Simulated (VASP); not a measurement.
# MgSe (Fm-3m) in VASP: settings compared

The runs below take MgSe through single point, with PBEsol, BLYP.

Everything below comes from runs of VASP 6.6.1. Logs are shortened: lines on timing, memory, paths and dates and some standing lists are left out, and cuts for length are marked.

## Step 1: The cell of the first run

Symmetry: Fm-3m, No. 225, cubic system. The conventional cell has a = 5.486 Å, b = 5.486 Å, c = 5.486 Å, α = 90.00°, β = 90.00°, γ = 90.00°. Within 3.6 Å of Mg (site symmetry m-3m) lie 6 Se at 2.74 Å. Within 3.6 Å of Se (site symmetry m-3m) lie 6 Mg at 2.74 Å.

## Step 2: Single point, PBEsol (volume scaled by 1.02)

Contents of INCAR:

```
  PREC = Accurate
  ENCUT = 600
  EDIFF = 1E-6
  ISMEAR = 0
  SIGMA = 0.05
  LREAL = F
  LASPH = T
  NELM = 120
  ALGO = Normal
  ISIF = 2
  LWAVE = F
  LCHARG = F
  GGA = PS
  NBANDS = 11
  GGA_COMPAT = F
```

Contents of KPOINTS:

```
Automatic mesh
0
Gamma
  8 8 8
```

Contents of POSCAR:

```
MgSe
1.0
    0.0000000000      2.7429059679      2.7429059679
    2.7429059679      0.0000000000      2.7429059679
    2.7429059679      2.7429059679      0.0000000000
Mg Se
1 1
Direct
    0.0000000000      0.0000000000      0.0000000000
    0.5000000000      0.5000000000      0.5000000000
```

Potentials or basis: VASP PAW PBE potentials, release 64 (Mg, Se).

On the command line:

```bash
$ cat potpaw_PBE.64/Mg/POTCAR potpaw_PBE.64/Se/POTCAR > POTCAR
$ mpirun -np 1 vasp_std > vasp.out
```

OUTCAR:

```text
PREC = Accurate
   ENCUT = 600
   EDIFF = 1E-6
   ISMEAR = 0
   LREAL = F
   LASPH = T
   NELM = 120
   ISIF = 2
   GGA = PS

 ion  position               nearest neighbor table
   1  0.000  0.000  0.000-   2 2.74   2 2.74   2 2.74   2 2.74   2 2.74   2 2.74
   2  0.500  0.500  0.500-   1 2.74   1 2.74   1 2.74   1 2.74   1 2.74   1 2.74

  LATTYP: Found a face centered cubic cell.
 ALAT       =     5.4858119358

  Lattice vectors:

 A1 = (   0.0000000000,   2.7429059679,   2.7429059679)
 A2 = (   2.7429059679,   0.0000000000,   2.7429059679)
 A3 = (   2.7429059679,   2.7429059679,   0.0000000000)

Analysis of symmetry for initial positions (statically):
=====================================================================
 Subroutine PRICEL returns:
 Original cell was already a primitive cell.

 Routine SETGRP: Setting up the symmetry group for a
 face centered cubic supercell.

 Subroutine GETGRP returns: Found 48 space group operations
 (whereof 48 operations were pure point group operations)
 out of a pool of 48 trial point group operations.

The static configuration has the point symmetry O_h .

Analysis of symmetry for dynamics (positions and initial velocities):
=====================================================================
 Subroutine PRICEL returns:
 Original cell was already a primitive cell.

 Routine SETGRP: Setting up the symmetry group for a
 face centered cubic supercell.

 Subroutine GETGRP returns: Found 48 space group operations
 (whereof 48 operations were pure point group operations)
 out of a pool of 48 trial point group operations.

The dynamic configuration has the point symmetry O_h .

 Subroutine INISYM returns: Found 48 space group operations
 (whereof 48 operations are pure point group operations),
 and found     1 'primitive' translations

----------------------------------------------------------------------------------------

                                     Primitive cell

  volume of cell :      41.2727

  direct lattice vectors                    reciprocal lattice vectors
     0.000000000  2.742905968  2.742905968    -0.182288422  0.182288422  0.182288422
     2.742905968  0.000000000  2.742905968     0.182288422 -0.182288422  0.182288422
     2.742905968  2.742905968  0.000000000     0.182288422  0.182288422 -0.182288422

  length of vectors
     3.879054820  3.879054820  3.879054820     0.315732808  0.315732808  0.315732808

[... 87 lines left out ...]
   ISYM   =      2    0-nonsym 1-usesym 2-fastsym
   POTIM  = 0.5000    time-step for ionic-motion
   TEBEG  =    0.0;   TEEND  =   0.0 temperature during run
   PSTRESS=    0.0 pullay stress
   NELECT =       8.0000    total number of electrons
   NUPDOWN=      -1.0000    fix difference up-down
   EMIN   =  10.00;   EMAX   =-10.00  energy-range for DOS
   EFERMI =   0.00;   METHOD = LEGACY
   ISMEAR =     0;   SIGMA  =   0.05  broadening in eV -4-tet -1-fermi 0-gaus
   EFERMI_NEDOS =   21; number of points for ismear=-14 and -15
   IALGO  =     38    algorithm
   IMIX   =      4    mixing-type and parameters
     AMIX     =   0.40;   BMIX     =  1.00
     AMIX_MAG =   1.60;   BMIX_MAG =  1.00
  volume/ion in A,a.u.               =      20.64       139.26
  Fermi-wavevector in a.u.,A,eV,Ry     =   0.947438  1.790397 12.213104  0.897638
  Thomas-Fermi vector in A             =   2.075531
   LORBIT       =      0    0 simple, 1 ext, 2 COOP (PROOUT), +10 PAW based schemes
   GGA     = PS    functional components
   LHFCALC =     F    Hartree Fock is set to
   AEXX    =    0.0000 exact exchange contribution
   IVDW    =     0    specifies the selected vdW correction
   LEPSILON=     F    determine dielectric tensor
   LRPA    =     F    only Hartree local field effects (RPA)
 non-spin polarized calculation
 Gauss-broadening in eV      SIGMA  =   0.05
  energy-cutoff  :      600.00
  volume of cell :       41.27
 maximum number of plane-waves:      1411
   NGX = 15   NGY = 15   NGZ = 15

 number of electron       8.0000000 magnetization

 Free energy of the ion-electron system (eV)
  ---------------------------------------------------
  ext. energy  EPLUGINS =         0.00000000
  ---------------------------------------------------
  free energy    TOTEN  =        -8.10271452 eV

  energy without entropy =       -8.10271452  energy(sigma->0) =       -8.10271452

 E-fermi :   3.2246     XC(G=0):  -9.5429

 val. band max:        2.9840124840   @ k =   0.0000   0.0000   0.0000
 cond. band min:       4.7154536097   @ k =   0.5000   0.5000   0.0000
 fundamental gap:      1.7314411257
 Fermi energy:         3.2245508721

 k-point     1 :       0.0000    0.0000    0.0000
  band No.  band energies     occupation
      1      -9.8823      2.00000
      2       2.9840      2.00000
      3       2.9840      2.00000
      4       2.9840      2.00000
      5       5.3589      0.00000
      6      10.3226      0.00000
      7      10.3226      0.00000
      8      10.3226      0.00000
      9      12.8901      0.00000
     10      12.8901      0.00000
     11      13.7525      0.00000
[... 309 lines left out ...]
 k-point    24 :      -0.3750    0.2500    0.1250
  band No.  band energies     occupation
      1      -8.6348      2.00000
      2      -1.3937      2.00000
      3       0.7826      2.00000
      4       1.7890      2.00000
      5       7.6404      0.00000
      6       8.2725      0.00000
      7      10.6232      0.00000
      8      11.8888      0.00000
      9      13.8896      0.00000
     10      14.5437      0.00000
     11      16.8875      0.00000

 [... further k-points ...]

------------------------ aborting loop because EDIFF is reached ----------------------------------------

  FORCE on cell =-STRESS in cart. coord.  units (eV):
  Direction    XX          YY          ZZ          XY          YZ          ZX
  --------------------------------------------------------------------------------------
  -------------------------------------------------------------------------------------
  Total       -0.3333574     -0.3333574     -0.3333574      0.0000000      0.0000000     -0.0000000
  in kB      -12.9407031    -12.9407031    -12.9407031      0.0000000      0.0000000     -0.0000000
  external PRESSURE =     -12.9407031 kB  Pullay stress =       0.0000000 kB

 VOLUME and BASIS-vectors are now :
 -----------------------------------------------------------------------------
  energy-cutoff  :      600.00
  volume of cell :       41.27
      direct lattice vectors                 reciprocal lattice vectors
     0.000000000  2.742905968  2.742905968    -0.182288422  0.182288422  0.182288422
     2.742905968  0.000000000  2.742905968     0.182288422 -0.182288422  0.182288422
     2.742905968  2.742905968  0.000000000     0.182288422  0.182288422 -0.182288422

 POSITION                                       TOTAL-FORCE (eV/Angst)
 -----------------------------------------------------------------------------------
      0.00000      0.00000      0.00000        -0.000000     -0.000000      0.000000
      2.74291      2.74291      2.74291         0.000000      0.000000     -0.000000
 -----------------------------------------------------------------------------------
    total drift:                               -0.000000     -0.000000      0.000000

  FREE ENERGIE OF THE ION-ELECTRON SYSTEM (eV)
  ---------------------------------------------------
  free  energy   TOTEN  =        -8.1027145223 eV

  energy  without entropy=       -8.1027145223  energy(sigma->0) =       -8.10271452
```

OSZICAR:

```text
N       E                     dE             d eps       ncg     rms          rms(c)
DAV:   1     0.253930751484E+02    0.25393E+02   -0.37396E+03   646   0.654E+02
DAV:   2    -0.671244257352E+01   -0.32106E+02   -0.30264E+02   793   0.102E+02
DAV:   3    -0.840226979212E+01   -0.16898E+01   -0.16875E+01   783   0.244E+01
DAV:   4    -0.841030083847E+01   -0.80310E-02   -0.80306E-02   723   0.202E+00
DAV:   5    -0.841034798506E+01   -0.47147E-04   -0.47146E-04   764   0.154E-01    0.289E+00
DAV:   6    -0.815151081224E+01    0.25884E+00   -0.44880E-01   692   0.244E+00    0.179E+00
DAV:   7    -0.810531780683E+01    0.46193E-01   -0.19143E-01   737   0.170E+00    0.871E-01
DAV:   8    -0.810282812675E+01    0.24897E-02   -0.86498E-03   686   0.471E-01    0.233E-01
DAV:   9    -0.810272055093E+01    0.10758E-03   -0.32362E-04   719   0.901E-02    0.114E-01
DAV:  10    -0.810271722200E+01    0.33289E-05   -0.12716E-04   710   0.455E-02    0.290E-02
DAV:  11    -0.810271447375E+01    0.27483E-05   -0.10018E-05   710   0.138E-02    0.528E-03
DAV:  12    -0.810271452229E+01   -0.48537E-07   -0.44322E-07   349   0.372E-03
   1 F= -.81027145E+01 E0= -.81027145E+01  d E =-.146945E-13
```

Wall time 11 s (1 thread of Intel Xeon Platinum 8488C (Sapphire Rapids), shared host); peak memory 0.18 GiB.

What came out:

```yaml
Free_energy: -8.1027 eV
Pressure: -1.3 GPa
Band_gap_on_the_k_mesh: 1.73 eV, indirect (least direct gap 2.37 eV)
```

Caveat: the PAW data sets were made with another functional, which shifts forces and pressure a little. A k mesh can miss the band edges.

[end of part 1 of 2]
